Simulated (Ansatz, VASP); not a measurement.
## Pb: VASP beside Ansatz

```xyz
1
Lattice="0.0000 2.2722 2.2722 2.2722 0.0000 2.2722 2.2722 2.2722 0.0000" Properties=species:S:1:pos:R:3 pbc="T T T"
Pb    0.0000    0.0000    0.0000
```

Change from the starting cell: strain -0.080 along x and y, -0.080 along z, atoms carried along.

Alike in both runs: task single point; functional PBEsol; k mesh 16 × 16 × 16; occupations gaussian, width 0.15 eV; no spin polarisation.

|  | VASP | Ansatz |
| --- | --- | --- |
| version | VASP 6.6.1 | Ansatz 0.2.0 |
| potentials or method | VASP PAW PBE potentials, release 64 (Pb_d), cutoff 520 eV | scalar-relativistic, plane waves, PAW |
| valence electrons in the cell | 14 | 14 |

```tsv
	VASP	Ansatz	Ansatz less VASP
gap on the k mesh at the Fermi level (eV)	none	none	-
pressure (GPa)	21.3	21.4	+0.10
```

VASP's potentials were made for PBE, not for PBEsol. A gap of «none» marks a metal or a gap that the smearing closes. With one functional, cell and mesh, what is left measures potentials, basis and numerics.

Spin-orbit coupling is off throughout.
